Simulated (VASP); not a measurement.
A run of VASP 6.6.1 is set up as follows.

INCAR

```
  PREC = Accurate
  ENCUT = 520
  EDIFF = 1E-6
  ISMEAR = 0
  SIGMA = 0.01
  LREAL = F
  LASPH = T
  NELM = 60
  ALGO = Normal
  ISIF = 2
  LWAVE = F
  LCHARG = T
  GGA = PE
  LELF = T
  LVHAR = T
  NBANDS = 24
```

The input KPOINTS:

```
Automatic mesh
0
Gamma
  6 6 6
```

Contents of POSCAR:

```
Rb2ClF
1.0
    2.1827696294      1.2602226331      7.2668961922
   -2.1827696294      1.2602226331      7.2668961922
    0.0000000000     -2.5204452662      7.2668961922
F Cl Rb
1 1 2
Direct
    1.0000000000      0.0000000000      0.0000000000
    0.5000000000      0.5000000000      0.5000000000
    0.2617576454      0.2617576454      0.2617576454
    0.7382423546      0.7382423546      0.7382423546
```

Potentials or basis: VASP PAW PBE potentials, release 64 (F, Cl, Rb_sv).

The run is started by

```console
$ cat potpaw_PBE.64/F/POTCAR potpaw_PBE.64/Cl/POTCAR potpaw_PBE.64/Rb_sv/POTCAR > POTCAR
$ mpirun -np 1 vasp_std > vasp.out
```

(1) Estimate the pressure.

(2) Predict the band gap on the k mesh.

Results:

(1) 0.0 GPa.

(2) 4.78 eV.
